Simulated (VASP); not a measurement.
Sn, 2 atoms in the cell. The typed cell holds 2 atoms: a = 4.573 Å, b = 4.573 Å, c = 4.573 Å, α = 60.00°, β = 60.00°, γ = 60.00°.  This cell differs from its parent crystal: atoms moved at random.

```yaml
Program: VASP 6.6.1
Task: relaxation of the atoms
Functional: revPBE
Dispersion: D4
Potentials_or_basis: VASP PAW PBE potentials, release 64 (Sn_d)
Cutoff: 450 eV
k_mesh: 6 × 6 × 6
Occupations: methfessel-paxton, width 0.01 eV
Spin: no spin polarisation
Dipole_correction: no
Further_INCAR_settings: ALGO = Normal; EDIFF = 1e-07; IBRION = 2; EDIFFG = -0.01; NSW = 60
```

Potentials or basis: VASP PAW PBE potentials, release 64 (Sn_d).

The run is started by

```bash
$ cat potpaw_PBE.64/Sn_d/POTCAR > POTCAR
$ mpirun -np 1 vasp_std > vasp.out
```

Hardware: 1 thread of Intel Xeon 8259CL, with other jobs on the host.

Estimate the wall time of this run.

It took 7.3 min on 1 thread of Intel Xeon 8259CL, with other jobs on the host, peak memory 0.24 GiB. Counts: scf iterations 58, k points 112, ion steps 10.
